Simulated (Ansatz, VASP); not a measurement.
## Two plane-wave programs on In

Contents of INCAR:

```
SYSTEM = In
PREC = Accurate
ENCUT = 520
EDIFF = 1E-6
ISMEAR = -1
SIGMA = 0.05
LREAL = .FALSE.
LASPH = .TRUE.
NELM = 100
ALGO = Fast
ISIF = 2
LWAVE = .FALSE.
LCHARG = .TRUE.
GGA = PE
LELF = .TRUE.
LVHAR = .TRUE.
NBANDS = 34
```

The input KPOINTS:

```
Automatic mesh
0
G
  9 9 3
  0 0 0
```

POSCAR

```
In
1.0
    3.3183809404      0.0000000000      0.0000000000
   -1.6591904702      2.8738021938      0.0000000000
    0.0000000000      0.0000000000     10.6537484627
In
4
Direct
    0.6666666667      0.3333333333      0.7500000000
    0.0000000000      0.0000000000      0.5000000000
    0.3333333333      0.6666666667      0.2500000000
    0.0000000000      0.0000000000      0.0000000000
```

input.yaml

```yaml
crystal:
  lattice:
    - [3.3183809404, 0.0, 0.0]
    - [-1.6591904702, 2.8738021938, 0.0]
    - [0.0, 0.0, 10.6537484627]
  atoms:
    - { symbol: In, position: [0.6666666667, 0.3333333333, 0.75] }
    - { symbol: In, position: [0.0, 0.0, 0.5] }
    - { symbol: In, position: [0.3333333333, 0.6666666667, 0.25] }
    - { symbol: In, position: [0.0, 0.0, 0.0] }
hamiltonian:
  xc: pbe
  pseudopotentials: { kind: paw }
kpoints:
  mp_grid: { grid: [9, 9, 3] }
scf:
  occupations: { method: fermi_dirac, width: 0.05 }
output:
  forces: true
  stress: true
  eigenvalues: true
  write_density: true
  write_potential: true
  elf: true
  volumetric_format: npy
```

Alike in both runs: task single point; functional PBE; k mesh 9 × 9 × 3; occupations fermi-dirac, width 0.05 eV; no spin polarisation.

|  | VASP | Ansatz |
| --- | --- | --- |
| version | VASP 6.6.1 | Ansatz 0.2.0 |
| potentials or method | VASP PAW PBE potentials, release 64 (In_d) | Ansatz PAW |
| plane-wave cutoff (eV) | 520 | 420 |
| valence electrons in the cell | 52 | 52 |

|  | VASP | Ansatz | Ansatz less VASP |
| --- | --- | --- | --- |
| gap on the k mesh at the Fermi level (eV) | none | none | - |
| pressure (GPa) | 3.5 | 3.5 | +0.06 |
| traceless stress, the component that is largest in VASP (GPa) | 0.54 | 0.54 | -0.001 |

A gap of «none» marks a metal or a gap that the smearing closes.
